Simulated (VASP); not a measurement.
# P in VASP: single point with PBE+D3(BJ)

Aim: the single point of P with PBE+D3(BJ).

Everything below comes from runs of VASP 6.6.1. Logs are shortened: lines on timing, memory, paths and dates and some standing lists are left out, and cuts for length are marked.

### Step 1. The cell of the first run

The cell holds a slab with vacuum, 12 atoms: a = 3.314 Å, b = 4.376 Å, c = 23.561 Å, α = 90.00°, β = 90.00°, γ = 90.00°.

### Step 2. Single point, PBE+D3(BJ)

Contents of INCAR:

```
SYSTEM = P
  PREC = Accurate
  ENCUT = 520
  EDIFF = 1E-6
  ISMEAR = 0
  SIGMA = 0.03
  LREAL = .FALSE.
  LASPH = .TRUE.
  NELM = 60
  ALGO = Normal
  ISIF = 2
  LWAVE = .FALSE.
  LCHARG = .TRUE.
  GGA = PE
  IVDW = 12
  LELF = .TRUE.
  LVHAR = .TRUE.
  NBANDS = 42
```

Contents of KPOINTS:

```
Automatic mesh
0
G
  10 8 1
  0 0 0
```

Contents of POSCAR:

```
P
1.0
    3.3136000000      0.0000000000      0.0000000000
    0.0000000000      4.3763000000      0.0000000000
    0.0000000000      0.0000000000     23.5614252000
P
12
Direct
    0.0000000000      0.0883227569      0.2146381696
    0.0000000000      0.9277146050      0.3053473193
    0.5000000000      0.4273765991      0.2154813201
    0.5000000000      0.5870572834      0.3062438761
    0.5000000000      0.0611202759      0.4315775207
    0.5000000000      0.9014302033      0.5224737985
    0.0000000000      0.4016649039      0.4316209559
    0.0000000000      0.5609195265      0.5225124828
    0.0000000000      0.0906438382      0.6476745405
    0.0000000000      0.9307532877      0.7384277164
    0.5000000000      0.4312909355      0.6486960445
    0.5000000000      0.5917057846      0.7394082085
```

Potentials or basis: VASP PAW PBE potentials, release 64 (P).

On the command line:

```
> cat potpaw_PBE.64/P/POTCAR > POTCAR
> mpirun -np 1 vasp_std > vasp.out
```

OUTCAR:

```text
SYSTEM = P
   PREC = Accurate
   ENCUT = 520
   EDIFF = 1E-6
   ISMEAR = 0
   LREAL = .FALSE.
   LASPH = .TRUE.
   NELM = 60
   ISIF = 2
   GGA = PE
   IVDW = 12
 IVDW          = 12

 ion  position               nearest neighbor table
   1  0.000  0.088  0.215-   3 2.22   3 2.22   2 2.25
   2  0.000  0.928  0.305-   4 2.23   4 2.23   1 2.25
   3  0.500  0.427  0.215-   1 2.22   1 2.22   4 2.25
   4  0.500  0.587  0.306-   2 2.23   2 2.23   3 2.25
   5  0.500  0.061  0.432-   7 2.23   7 2.23   6 2.25
   6  0.500  0.901  0.522-   8 2.23   8 2.23   5 2.25
   7  0.000  0.402  0.432-   5 2.23   5 2.23   8 2.25
   8  0.000  0.561  0.523-   6 2.23   6 2.23   7 2.25
   9  0.000  0.091  0.648-  11 2.23  11 2.23  10 2.25
  10  0.000  0.931  0.738-  12 2.22  12 2.22   9 2.25
  11  0.500  0.431  0.649-   9 2.23   9 2.23  12 2.25
  12  0.500  0.592  0.739-  10 2.22  10 2.22  11 2.25

  LATTYP: Found a simple orthorhombic cell.
 ALAT       =     3.3136000000
 B/A-ratio  =     1.3207085949
 C/A-ratio  =     7.1105218493

  Lattice vectors:

 A1 = (   3.3136000000,   0.0000000000,   0.0000000000)
 A2 = (   0.0000000000,   4.3763000000,   0.0000000000)
 A3 = (   0.0000000000,   0.0000000000,  23.5614252000)

Analysis of symmetry for initial positions (statically):
=====================================================================
 Subroutine PRICEL returns:
 Original cell was already a primitive cell.

 Routine SETGRP: Setting up the symmetry group for a
 simple orthorhombic supercell.

 Subroutine GETGRP returns: Found  2 space group operations
 (whereof  2 operations were pure point group operations)
 out of a pool of  8 trial point group operations.

The static configuration has the point symmetry C_1h.

Analysis of symmetry for dynamics (positions and initial velocities):
=====================================================================
 Subroutine PRICEL returns:
 Original cell was already a primitive cell.

 Routine SETGRP: Setting up the symmetry group for a
 simple orthorhombic supercell.

 Subroutine GETGRP returns: Found  2 space group operations
 (whereof  2 operations were pure point group operations)
 out of a pool of  8 trial point group operations.

The dynamic configuration has the point symmetry C_1h.

 Subroutine INISYM returns: Found  2 space group operations
 (whereof  2 operations are pure point group operations),
 and found     1 'primitive' translations

----------------------------------------------------------------------------------------

                                     Primitive cell

  volume of cell :     341.6715

  direct lattice vectors                    reciprocal lattice vectors
     3.313600000  0.000000000  0.000000000     0.301786577  0.000000000  0.000000000
     0.000000000  4.376300000  0.000000000     0.000000000  0.228503530  0.000000000
     0.000000000  0.000000000 23.561425200     0.000000000  0.000000000  0.042442254

  length of vectors
     3.313600000  4.376300000 23.561425200     0.301786577  0.228503530  0.042442254

  position of ions in fractional coordinates (direct lattice)
     0.000000000  0.088322757  0.214638170
     0.000000000  0.927714605  0.305347319
     0.500000000  0.427376599  0.215481320
     0.500000000  0.587057283  0.306243876
     0.500000000  0.061120276  0.431577521
     0.500000000  0.901430203  0.522473799
     0.000000000  0.401664904  0.431620956
     0.000000000  0.560919527  0.522512483
     0.000000000  0.090643838  0.647674540
     0.000000000  0.930753288  0.738427716
     0.500000000  0.431290936  0.648696044
     0.500000000  0.591705785  0.739408209

  ion indices of the primitive-cell ions
   primitive index   ion index
                 1           1
                 2           2
                 3           3
                 4           4
                 5           5
                 6           6
                 7           7
                 8           8
                 9           9
                10          10
                11          11
                12          12

----------------------------------------------------------------------------------------

 KPOINTS: Automatic mesh

Automatic generation of k-mesh.
 Grid dimensions read from file:
 generate k-points for:   10    8    1

 Generating k-lattice:

  Cartesian coordinates                     Fractional coordinates (reciprocal lattice)
     0.030178658  0.000000000  0.000000000     0.100000000  0.000000000  0.000000000
     0.000000000  0.028562941  0.000000000     0.000000000  0.125000000  0.000000000
     0.000000000  0.000000000  0.042442254     0.000000000  0.000000000  1.000000000

  Length of vectors
     0.030178658  0.028562941  0.042442254

  Shift w.r.t. Gamma in fractional coordinates (k-lattice)
     0.000000000  0.000000000  0.000000000

 Subroutine IBZKPT returns following result:
 ===========================================

 Found     30 irreducible k-points:

 Following reciprocal coordinates:
            Coordinates               Weight
  0.000000  0.000000  0.000000      1.000000
  0.100000  0.000000  0.000000      2.000000
  0.200000  0.000000  0.000000      2.000000
  0.300000  0.000000  0.000000      2.000000
  0.400000  0.000000  0.000000      2.000000
  0.500000  0.000000  0.000000      1.000000
[... 16 lines left out ...]
  0.400000  0.375000  0.000000      4.000000
  0.500000  0.375000  0.000000      2.000000
 [... further k-points ...]
   k-points           NKPTS =     30   k-points in BZ     NKDIM =     30   number of bands    NBANDS=     42
   number of dos      NEDOS =    301   number of ions     NIONS =     12
   total plane-waves  NPLWV = 181440
   dimension x,y,z NGX =    28 NGY =   36 NGZ =  180
   dimension x,y,z NGXF=    56 NGYF=   72 NGZF=  360
   ions per type =              12
   NGX,Y,Z   is equivalent  to a cutoff of  14.05, 13.68, 12.70 a.u.
   NGXF,Y,Z  is equivalent  to a cutoff of  28.10, 27.35, 25.40 a.u.
 SYSTEM =  P
   PREC   = accura    normal or accurate (medium, high low for compatibility)
   ISTART =      0    job   : 0-new  1-cont  2-samecut
   ICHARG =      2    charge: 1-file 2-atom 10-const
   ISPIN  =      1    spin polarized calculation?
   LNONCOLLINEAR =      F non collinear calculations
   LSORBIT =      F    spin-orbit coupling
   LASPH  =      T    aspherical Exc in radial PAW
   ENCUT  =  520.0 eV  38.22 Ry    6.18 a.u.   6.16  8.14 43.81*2*pi/ulx,y,z
   NELM   =     60;   NELMIN=  2; NELMDL= -5     # of ELM steps
   EDIFF  = 0.1E-05   stopping-criterion for ELM
   LREAL  =      F    real-space projection
   EDIFFG = 0.1E-04   stopping-criterion for IOM
   NSW    =      0    number of steps for IOM
   IBRION =     -1    ionic relax: 0-MD 1-quasi-New 2-CG
   NFREE  =      0    steps in history (QN), initial steepest desc. (CG)
   ISIF   =      2    stress and relaxation
   ISYM   =      2    0-nonsym 1-usesym 2-fastsym
   POTIM  = 0.5000    time-step for ionic-motion
   TEBEG  =    0.0;   TEEND  =   0.0 temperature during run
   PSTRESS=    0.0 pullay stress
   NELECT =      60.0000    total number of electrons
   NUPDOWN=      -1.0000    fix difference up-down
   EMIN   =  10.00;   EMAX   =-10.00  energy-range for DOS
   EFERMI =   0.00;   METHOD = LEGACY
   ISMEAR =     0;   SIGMA  =   0.03  broadening in eV -4-tet -1-fermi 0-gaus
   EFERMI_NEDOS =   21; number of points for ismear=-14 and -15
   IALGO  =     38    algorithm
   IMIX   =      4    mixing-type and parameters
     AMIX     =   0.40;   BMIX     =  1.00
     AMIX_MAG =   1.60;   BMIX_MAG =  1.00
  volume/ion in A,a.u.               =      28.47       192.14
  Fermi-wavevector in a.u.,A,eV,Ry     =   0.916760  1.732425 11.435002  0.840449
  Thomas-Fermi vector in A             =   2.041652
   LORBIT       =      0    0 simple, 1 ext, 2 COOP (PROOUT), +10 PAW based schemes
   GGA     = PE    functional components
   LHFCALC =     F    Hartree Fock is set to
   AEXX    =    0.0000 exact exchange contribution
   IVDW    =    12    specifies the selected vdW correction
   LEPSILON=     F    determine dielectric tensor
   LRPA    =     F    only Hartree local field effects (RPA)
 non-spin polarized calculation
 Gauss-broadening in eV      SIGMA  =   0.03
  energy-cutoff  :      520.00
  volume of cell :      341.67
 maximum number of plane-waves:      9242
 NGX is ok and might be reduce to    28
   NGX = 13   NGY = 17   NGZ = 87

 number of electron      59.9999996 magnetization

 Free energy of the ion-electron system (eV)
  ---------------------------------------------------
  ext. energy  EPLUGINS =         0.00000000
  ---------------------------------------------------
  free energy    TOTEN  =       -64.31516250 eV

  energy without entropy =      -64.31506937  energy(sigma->0) =      -64.31511593

 E-fermi :   3.0242     XC(G=0):  -6.9822

 val. band max:        2.9866169161   @ k =   0.0000   0.0000   0.0000
 cond. band min:       3.0682418813   @ k =   0.3000   0.0000   0.0000
 fundamental gap:      0.0816249652
 Fermi energy:         3.0242408439

 k-point     1 :       0.0000    0.0000    0.0000
  band No.  band energies     occupation
      1     -12.8872      2.00000
      2     -12.7358      2.00000
      3     -12.6464      2.00000
      4     -10.4119      2.00000
      5     -10.0988      2.00000
      6      -9.8790      2.00000
[... 34 lines left out ...]
     41       5.9061      0.00000
     42       5.9747      0.00000

 k-point     2 :       0.1000    0.0000    0.0000
  band No.  band energies     occupation
      1     -12.7680      2.00000
      2     -12.6171      2.00000
      3     -12.5282      2.00000
      4     -10.2881      2.00000
      5      -9.9757      2.00000
      6      -9.7563      2.00000
[... 979 lines left out ...]
     41       6.5454      0.00000
     42       6.6373      0.00000

 k-point    24 :       0.5000    0.3750    0.0000
  band No.  band energies     occupation
      1      -9.6278      2.00000
      2      -9.6251      2.00000
      3      -9.5338      2.00000
      4      -9.5327      2.00000
      5      -9.5093      2.00000
      6      -9.5090      2.00000
[... 34 lines left out ...]
     41       6.1812      0.00000
     42       6.1823      0.00000

 [... further k-points ...]

------------------------ aborting loop because EDIFF is reached ----------------------------------------

 Edisp (eV)   -4.00581

 E8    (eV) :    -1.5494

  FORCE on cell =-STRESS in cart. coord.  units (eV):
  Direction    XX          YY          ZZ          XY          YZ          ZX
  --------------------------------------------------------------------------------------
  -------------------------------------------------------------------------------------
  Total      -2.15637    -2.08720    -0.55744     0.00000     0.02308     0.00000
  in kB     -10.11173    -9.78739    -2.61396     0.00000     0.10823     0.00000
  external pressure =       -7.50 kB  Pullay stress =        0.00 kB

 VOLUME and BASIS-vectors are now :
 -----------------------------------------------------------------------------
  energy-cutoff  :      520.00
  volume of cell :      341.67
      direct lattice vectors                 reciprocal lattice vectors
     3.313600000  0.000000000  0.000000000     0.301786577  0.000000000  0.000000000
     0.000000000  4.376300000  0.000000000     0.000000000  0.228503530  0.000000000
     0.000000000  0.000000000 23.561425200     0.000000000  0.000000000  0.042442254

 POSITION                                       TOTAL-FORCE (eV/Angst)
 -----------------------------------------------------------------------------------
      0.00000      0.38653      5.05718         0.000000      0.029134      0.036755
      0.00000      4.05996      7.19442         0.000000     -0.034756     -0.041010
      1.65680      1.87033      5.07705         0.000000     -0.036106      0.043450
      1.65680      2.56914      7.21554         0.000000      0.043672     -0.045585
      1.65680      0.26748     10.16858         0.000000      0.037353      0.039101
      1.65680      3.94493     12.31023         0.000000     -0.036404     -0.039975
      0.00000      1.75781     10.16960         0.000000     -0.045352      0.040645
      0.00000      2.45475     12.31114         0.000000      0.041445     -0.042595
      0.00000      0.39668     15.26014         0.000000      0.040373      0.044929
      0.00000      4.07326     17.39841         0.000000     -0.033193     -0.036952
      1.65680      1.88746     15.28420         0.000000     -0.038530      0.042147
      1.65680      2.58948     17.42151         0.000000      0.032366     -0.040911
 -----------------------------------------------------------------------------------
    total drift:                               -0.000000      0.000022     -0.000386

  FREE ENERGIE OF THE ION-ELECTRON SYSTEM (eV)
  ---------------------------------------------------
  free  energy   TOTEN  =       -68.3209730575 eV

  energy  without entropy=      -68.3208799222  energy(sigma->0) =      -68.32092649
```

Run time: 21 min. Hardware: 1 thread of Intel Xeon 8259CL, shared host; peak memory 0.6 GiB.

What came out:

```
Free energy                : -68.3210 eV
Largest force              : 0.063 eV/Å
Band gap on the k mesh     : 0.08 eV (least direct gap 0.13 eV)
Dispersion energy per atom : -0.334 eV
```

Forces in eV/Å, atoms in the order of the input:
```
P    0.000  0.029  0.037
P    0.000 -0.035 -0.041
P    0.000 -0.036  0.043
P    0.000  0.044 -0.046
P    0.000  0.037  0.039
P    0.000 -0.036 -0.040
P    0.000 -0.045  0.041
P    0.000  0.041 -0.043
P    0.000  0.040  0.045
P    0.000 -0.033 -0.037
P    0.000 -0.039  0.042
P    0.000  0.032 -0.041
```

Caveat: there is no dipole correction, which matters where the two faces differ; semilocal functionals underestimate gaps, and a narrow one can read as zero.
